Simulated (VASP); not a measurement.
# Mn2Te3S (P-4m2) in VASP: a series of runs

Runs on Mn2Te3S. Level: PBE. Tasks: single point.

All numbers are computed with VASP 6.6.1; they aren't measurements. Logs are shortened: lines on timing, memory, paths and dates and some standing lists are left out, and cuts for length are marked.

### 1 The cell of the first run

Symmetry: P-4m2, No. 115, tetragonal system. The conventional cell has a = 4.694 Å, b = 4.694 Å, c = 7.482 Å, α = 90.00°, β = 90.00°, γ = 90.00°. Within 3.4 Å of Mn (site symmetry 2mm) lie 3 Te at 2.62 to 2.66 Å and 2 S at 2.62 Å. Within 3.5 Å of Te (site symmetry 2mm) lie 1 Mn at 2.66 Å and 4 Te at 3.32 Å. Te (site symmetry -4m2) has 4 Mn at 2.62 Å and 4 S at 3.32 Å within 3.4 Å. Within 3.4 Å of S (site symmetry -4m2) lie 4 Mn at 2.62 Å and 4 Te at 3.32 Å.

The cell was generated, and may not be a known phase.

### 2 Single point, PBE, collinear spin, ferromagnetic start

INCAR

```
SYSTEM = Mn2Te3S
PREC = Accurate
ENCUT = 520
EDIFF = 1E-6
ISMEAR = 0
SIGMA = 0.15
LREAL = .False.
LASPH = .True.
NELM = 150
ALGO = Fast
ISIF = 2
LWAVE = .False.
LCHARG = .True.
ISPIN = 2
MAGMOM = 4 4 0 0 0 0
LORBIT = 11
LMAXMIX = 4
GGA = PE
LELF = .True.
LVHAR = .True.
NBANDS = 38
```

KPOINTS

```
regular mesh
0
Gamma
  3 3 2
  0 0 0
```

POSCAR

```
Mn2Te3S
1.0
    4.6943439549      0.0000000000      0.0000000000
    0.0000000000      4.6943439549      0.0000000000
    0.0000000000      0.0000000000      7.4818735556
Mn Te S
2 3 1
Direct
    0.5000000000      0.0000000000      0.8458663752
    0.0000000000      0.5000000000      0.1541336248
    0.5000000000      0.0000000000      0.4901127651
    0.0000000000      0.5000000000      0.5098872349
    0.0000000000      0.0000000000      0.0000000000
    0.5000000000      0.5000000000      0.0000000000
```

Potentials or basis: VASP PAW PBE potentials, release 64 (Mn_pv, Te, S).

Started as:

```console
$ cat potpaw_PBE.64/Mn_pv/POTCAR potpaw_PBE.64/Te/POTCAR potpaw_PBE.64/S/POTCAR > POTCAR
$ mpirun -np 1 vasp_std > vasp.out
```

OUTCAR:

```text
SYSTEM = Mn2Te3S
   PREC = Accurate
   ENCUT = 520
   EDIFF = 1E-6
   ISMEAR = 0
   LREAL = .False.
   LASPH = .True.
   NELM = 150
   ISIF = 2
   ISPIN = 2
   LORBIT = 11
   GGA = PE

 ion  position               nearest neighbor table
   1  0.500  0.000  0.846-   5 2.62   6 2.62   6 2.62   5 2.62   3 2.66
   2  0.000  0.500  0.154-   5 2.62   6 2.62   5 2.62   6 2.62   4 2.66
   3  0.500  0.000  0.490-   1 2.66   4 3.32   4 3.32   4 3.32   4 3.32
   4  0.000  0.500  0.510-   2 2.66   3 3.32   3 3.32   3 3.32   3 3.32
   5  0.000  0.000  0.000-   1 2.62   2 2.62   2 2.62   1 2.62
   6  0.500  0.500  0.000-   1 2.62   2 2.62   1 2.62   2 2.62

  LATTYP: Found a simple tetragonal cell.
 ALAT       =     4.6943439549
 C/A-ratio  =     1.5938059988

  Lattice vectors:

 A1 = (   4.6943439549,   0.0000000000,   0.0000000000)
 A2 = (   0.0000000000,   4.6943439549,   0.0000000000)
 A3 = (   0.0000000000,   0.0000000000,   7.4818735556)

Analysis of symmetry for initial positions (statically):
=====================================================================
 Subroutine PRICEL returns:
 Original cell was already a primitive cell.

 Routine SETGRP: Setting up the symmetry group for a
 simple tetragonal supercell.

 Subroutine GETGRP returns: Found  8 space group operations
 (whereof  8 operations were pure point group operations)
 out of a pool of 16 trial point group operations.

The static configuration has the point symmetry D_2d.

Analysis of symmetry for dynamics (positions and initial velocities):
=====================================================================
 Subroutine PRICEL returns:
 Original cell was already a primitive cell.

 Routine SETGRP: Setting up the symmetry group for a
 simple tetragonal supercell.

 Subroutine GETGRP returns: Found  8 space group operations
 (whereof  8 operations were pure point group operations)
 out of a pool of 16 trial point group operations.

The dynamic configuration has the point symmetry D_2d.

Analysis of structural, dynamic, and magnetic symmetry:
=====================================================================
 Subroutine PRICEL returns:
 Original cell was already a primitive cell.

 Routine SETGRP: Setting up the symmetry group for a
 simple tetragonal supercell.

 Subroutine GETGRP returns: Found  8 space group operations
 (whereof  8 operations were pure point group operations)
 out of a pool of 16 trial point group operations.

The overall configuration has the point symmetry D_2d.

 Subroutine INISYM returns: Found  8 space group operations
 (whereof  8 operations are pure point group operations),
 and found     1 'primitive' translations

----------------------------------------------------------------------------------------

                                     Primitive cell

  volume of cell :     164.8770

  direct lattice vectors                    reciprocal lattice vectors
     4.694343955  0.000000000  0.000000000     0.213022311  0.000000000  0.000000000
     0.000000000  4.694343955  0.000000000     0.000000000  0.213022311  0.000000000
     0.000000000  0.000000000  7.481873556     0.000000000  0.000000000  0.133656362

  length of vectors
     4.694343955  4.694343955  7.481873556     0.213022311  0.213022311  0.133656362

  position of ions in fractional coordinates (direct lattice)
     0.500000000  0.000000000  0.845866375
     0.000000000  0.500000000  0.154133625
     0.500000000  0.000000000  0.490112765
     0.000000000  0.500000000  0.509887235
     0.000000000  0.000000000  0.000000000
     0.500000000  0.500000000  0.000000000

  ion indices of the primitive-cell ions
   primitive index   ion index
                 1           1
                 2           2
                 3           3
                 4           4
                 5           5
                 6           6

[... 24 lines left out ...]
 Found      6 irreducible k-points:

 Following reciprocal coordinates:
            Coordinates               Weight
  0.000000  0.000000  0.000000      1.000000
  0.333333  0.000000  0.000000      4.000000
  0.333333  0.333333  0.000000      4.000000
  0.000000  0.000000  0.500000      1.000000
  0.333333  0.000000  0.500000      4.000000
  0.333333  0.333333  0.500000      4.000000
   k-points           NKPTS =      6   k-points in BZ     NKDIM =      6   number of bands    NBANDS=     38
   number of dos      NEDOS =    301   number of ions     NIONS =      6
   total plane-waves  NPLWV =  72576
   dimension x,y,z NGX =    36 NGY =   36 NGZ =   56
   dimension x,y,z NGXF=    72 NGYF=   72 NGZF=  112
   ions per type =               2   3   1
   NGX,Y,Z   is equivalent  to a cutoff of  12.75, 12.75, 12.44 a.u.
   NGXF,Y,Z  is equivalent  to a cutoff of  25.50, 25.50, 24.89 a.u.
 SYSTEM =  Mn2Te3S
   PREC   = accura    normal or accurate (medium, high low for compatibility)
   ISTART =      0    job   : 0-new  1-cont  2-samecut
   ICHARG =      2    charge: 1-file 2-atom 10-const
   ISPIN  =      2    spin polarized calculation?
   LNONCOLLINEAR =      F non collinear calculations
   LSORBIT =      F    spin-orbit coupling
   LASPH  =      T    aspherical Exc in radial PAW
   ENCUT  =  520.0 eV  38.22 Ry    6.18 a.u.   8.73  8.73 13.91*2*pi/ulx,y,z
   NELM   =    150;   NELMIN=  2; NELMDL= -5     # of ELM steps
   EDIFF  = 0.1E-05   stopping-criterion for ELM
   LREAL  =      F    real-space projection
   EDIFFG = 0.1E-04   stopping-criterion for IOM
   NSW    =      0    number of steps for IOM
   IBRION =     -1    ionic relax: 0-MD 1-quasi-New 2-CG
   NFREE  =      0    steps in history (QN), initial steepest desc. (CG)
   ISIF   =      2    stress and relaxation
   ISYM   =      2    0-nonsym 1-usesym 2-fastsym
   POTIM  = 0.5000    time-step for ionic-motion
   TEBEG  =    0.0;   TEEND  =   0.0 temperature during run
   PSTRESS=    0.0 pullay stress
   NELECT =      50.0000    total number of electrons
   NUPDOWN=      -1.0000    fix difference up-down
   EMIN   =  10.00;   EMAX   =-10.00  energy-range for DOS
   EFERMI =   0.00;   METHOD = LEGACY
   ISMEAR =     0;   SIGMA  =   0.15  broadening in eV -4-tet -1-fermi 0-gaus
   EFERMI_NEDOS =   21; number of points for ismear=-14 and -15
   IALGO  =     68    algorithm
   IMIX   =      4    mixing-type and parameters
     AMIX     =   0.40;   BMIX     =  1.00
     AMIX_MAG =   1.60;   BMIX_MAG =  1.00
  volume/ion in A,a.u.               =      27.48       185.44
  Fermi-wavevector in a.u.,A,eV,Ry     =   1.099879  2.078469 16.459417  1.209733
  Thomas-Fermi vector in A             =   2.236281
   LORBIT       =     11    0 simple, 1 ext, 2 COOP (PROOUT), +10 PAW based schemes
   GGA     = PE    functional components
   LHFCALC =     F    Hartree Fock is set to
   AEXX    =    0.0000 exact exchange contribution
   IVDW    =     0    specifies the selected vdW correction
   LEPSILON=     F    determine dielectric tensor
   LRPA    =     F    only Hartree local field effects (RPA)
 spin polarized calculation
 RMM-DIIS sequential band-by-band and
 Gauss-broadening in eV      SIGMA  =   0.15
  energy-cutoff  :      520.00
  volume of cell :      164.88
 maximum number of plane-waves:      4456
 NGX is ok and might be reduce to    36
   NGX = 17   NGY = 17   NGZ = 27

 number of electron      49.9999961 magnetization       8.1754647

 Free energy of the ion-electron system (eV)
  ---------------------------------------------------
  ext. energy  EPLUGINS =         0.00000000
  ---------------------------------------------------
  free energy    TOTEN  =       -31.65172034 eV

  energy without entropy =      -31.59330775  energy(sigma->0) =      -31.62251404

 E-fermi :   5.2472     XC(G=0):  -9.2994

 val. band max:        5.2428950745   @ k =   0.3333   0.0000   0.5000
 cond. band min:       5.3135733339   @ k =   0.3333   0.3333   0.5000
 fundamental gap:      0.0706782594
 Fermi energy:         5.2472238324

 spin component 1

 k-point     1 :       0.0000    0.0000    0.0000
  band No.  band energies     occupation
      1     -45.3015      1.00000
      2     -45.3015      1.00000
      3     -45.2989      1.00000
      4     -45.2989      1.00000
      5     -45.2631      1.00000
      6     -45.2620      1.00000
[... 229 lines left out ...]
     36       9.8069      0.00000
     37      11.0715      0.00000
 Fermi energy:         5.2472238324

 spin component 2

 k-point     1 :       0.0000    0.0000    0.0000
  band No.  band energies     occupation
      1     -41.2551      1.00000
      2     -41.2551      1.00000
      3     -41.0829      1.00000
      4     -41.0814      1.00000
      5     -41.0813      1.00000
      6     -41.0813      1.00000
[... 229 lines left out ...]
     36      10.4381      0.00000
     37      11.9888      0.00000
 [bands above 37 left out]

------------------------ aborting loop because EDIFF is reached ----------------------------------------

  FORCE on cell =-STRESS in cart. coord.  units (eV):
  Direction    XX          YY          ZZ          XY          YZ          ZX
  --------------------------------------------------------------------------------------
  -------------------------------------------------------------------------------------
  Total        0.2081480      0.2081480      0.0653273      0.0000000      0.0000000      0.0000000
  in kB        2.0226587      2.0226587      0.6348119      0.0000000      0.0000000      0.0000000
  external PRESSURE =       1.5600431 kB  Pullay stress =       0.0000000 kB

 VOLUME and BASIS-vectors are now :
 -----------------------------------------------------------------------------
  energy-cutoff  :      520.00
  volume of cell :      164.88
      direct lattice vectors                 reciprocal lattice vectors
     4.694343955  0.000000000  0.000000000     0.213022311  0.000000000  0.000000000
     0.000000000  4.694343955  0.000000000     0.000000000  0.213022311  0.000000000
     0.000000000  0.000000000  7.481873556     0.000000000  0.000000000  0.133656362

 POSITION                                       TOTAL-FORCE (eV/Angst)
 -----------------------------------------------------------------------------------
      2.34717      0.00000      6.32867         0.000000      0.000000      0.009337
      0.00000      2.34717      1.15321         0.000000      0.000000     -0.009337
      2.34717      0.00000      3.66696         0.000000      0.000000      0.011942
      0.00000      2.34717      3.81491         0.000000      0.000000     -0.011942
      0.00000      0.00000      0.00000         0.000000     -0.000000      0.000000
      2.34717      2.34717      0.00000        -0.000000      0.000000      0.000000
 -----------------------------------------------------------------------------------
    total drift:                                0.000000      0.000000      0.000000

  FREE ENERGIE OF THE ION-ELECTRON SYSTEM (eV)
  ---------------------------------------------------
  free  energy   TOTEN  =       -31.6517203374 eV

  energy  without entropy=      -31.5933077490  energy(sigma->0) =      -31.62251404

 total charge

# of ion       s       p       d       tot
------------------------------------------
    1        0.276   6.210   4.940  11.426
    2        0.276   6.210   4.940  11.426
    3        1.413   1.848   0.030   3.290
    4        1.413   1.848   0.030   3.290
    5        1.373   2.064   0.049   3.486
    6        1.355   2.297   0.000   3.652
--------------------------------------------------
tot          6.106  20.477   9.989  36.571

 magnetization (x)

# of ion       s       p       d       tot
------------------------------------------
    1        0.045   0.052   3.826   3.923
    2        0.045   0.052   3.826   3.923
    3       -0.003  -0.053   0.002  -0.054
    4       -0.003  -0.053   0.002  -0.054
    5        0.008  -0.139   0.018  -0.113
    6        0.014  -0.083   0.000  -0.069
--------------------------------------------------
tot          0.104  -0.223   7.674   7.555
```

Wall time 96 s (1 thread of Oxide Virtual Turin-like, shared host); peak memory 0.3 GiB.

Results:

| Property | Result |
| --- | --- |
| Free energy | -31.6517 eV |
| Pressure | 0.2 GPa |
| Largest force | 0.012 eV/Å |
| Net moment | 8.18 μB per cell |
| Site moments | Mn +3.92; Te -0.05, -0.11 (each value once); S -0.07 μB |
| Valence electrons inside the program's atomic spheres | Mn 11.43; Te 3.29, 3.49 (each value once); S 3.65 |

Forces in eV/Å, atoms in the order of the input:
```
Mn   0.000  0.000  0.009
Mn   0.000  0.000 -0.009
Te   0.000  0.000  0.012
Te   0.000  0.000 -0.012
Te   0.000  0.000  0.000
S    0.000  0.000  0.000
```

Caveat: the k points lie up to 0.45 Å⁻¹ apart; spin-orbit coupling is left out, which moves the levels of the heavy elements; semilocal functionals often make such compounds metallic where correlation or magnetic order opens a gap, which also shifts bond lengths; the run started ferromagnetic, and an antiferromagnetic order may lie lower in energy. With open d or f shells a metallic result of PBE can be an artefact of self-interaction; +U or a hybrid may open a gap.

### 3 Single point, PBE, collinear spin, ferromagnetic start

This run uses another cell than the first one, of 27.59 Å³/atom.

Edit INCAR of step 2 so:

```diff
@@ -9,6 +9,6 @@
 NELM = 150
-ALGO = Fast
+ALGO = Normal
 ISIF = 2
 LWAVE = .False.
-LCHARG = .True.
+LCHARG = .False.
 ISPIN = 2
@@ -18,4 +18,2 @@
 GGA = PE
-LELF = .True.
-LVHAR = .True.
 NBANDS = 38
```

KPOINTS is that of step 2.

POSCAR

```
Mn2Te3S
1.0
    4.6850789719      0.0000000000      0.0000000000
    0.0000000000      4.6850789719      0.0000000000
    0.0000000000      0.0000000000      7.5411006187
Mn Te S
2 3 1
Direct
    0.0000000000      0.5000000000      0.8452685504
    0.5000000000      0.0000000000      0.1547314496
    0.5000000000      0.5000000000      0.0000000000
    0.0000000000      0.5000000000      0.4921257140
    0.5000000000      0.0000000000      0.5078742860
    0.0000000000      0.0000000000      0.0000000000
```

Potentials or basis: VASP PAW PBE potentials, release 64 (Mn_pv, Te, S).

Started as:

```console
$ cat potpaw_PBE.64/Mn_pv/POTCAR potpaw_PBE.64/Te/POTCAR potpaw_PBE.64/S/POTCAR > POTCAR
$ mpirun -np 1 vasp_std > vasp.out
```

It took 66 s on 1 thread of Oxide Virtual Turin-like, shared host; peak memory 0.29 GiB.

The run converged. Its results:

```yaml
Free_energy: -31.6509 eV
Pressure: 0.2 GPa
Largest_force: 0.019 eV/Å
Net_moment: 8.18 μB per cell
Site_moments: Mn +3.93; Te -0.11, -0.06 (each value once); S -0.07 μB
Valence_electrons_inside_the_program's_atomic_spheres: Mn 11.43; Te 3.48, 3.29 (each value once); S 3.65
```

Forces on the atoms (eV/Å):
```
Mn   0.000  0.000  0.019
Mn   0.000  0.000 -0.019
Te   0.000  0.000  0.000
Te   0.000  0.000 -0.006
Te   0.000  0.000  0.006
S    0.000  0.000  0.000
```

Stress tensor (GPa, compression positive):
```
 0.30  0.00  0.00
 0.00  0.30  0.00
 0.00  0.00 -0.05
```

Levels at points of the mesh, in eV from the Fermi level:
Spin up:
| k point | band 24 | band 25 | band 26 | band 27 | band 28 | band 29 | band 30 | band 31 | band 32 | band 33 |
| --- | --- | --- | --- | --- | --- | --- | --- | --- | --- | --- |
| (0.00, 0.00, 0.00) | -1.51 | -1.51 | -0.72 | -0.57 | 0.02 | 0.02 | 0.39 | 1.88 | 1.89 | 1.89 |
| (0.00, 0.00, 0.50) | -2.16 | -2.00 | -2.00 | -0.01 | 0.18 | 0.18 | 0.32 | 1.80 | 1.80 | 2.02 |
Spin down:
```csv
k point,band 16,band 17,band 18,band 19,band 20,band 21,band 22,band 23,band 24,band 25
"(0.00, 0.00, 0.00)",-2.56,-2.45,-1.29,-1.27,-1.27,0.37,0.99,1.03,1.08,1.08
"(0.00, 0.00, 0.50)",-3.29,-2.55,-1.46,-1.23,-1.23,0.38,0.80,0.89,0.89,0.98
```

Caveat: the k points lie up to 0.45 Å⁻¹ apart; spin-orbit coupling is left out, which moves the levels of the heavy elements; semilocal functionals often make such compounds metallic where correlation or magnetic order opens a gap, which also shifts bond lengths; the run started ferromagnetic, and an antiferromagnetic order may lie lower in energy.
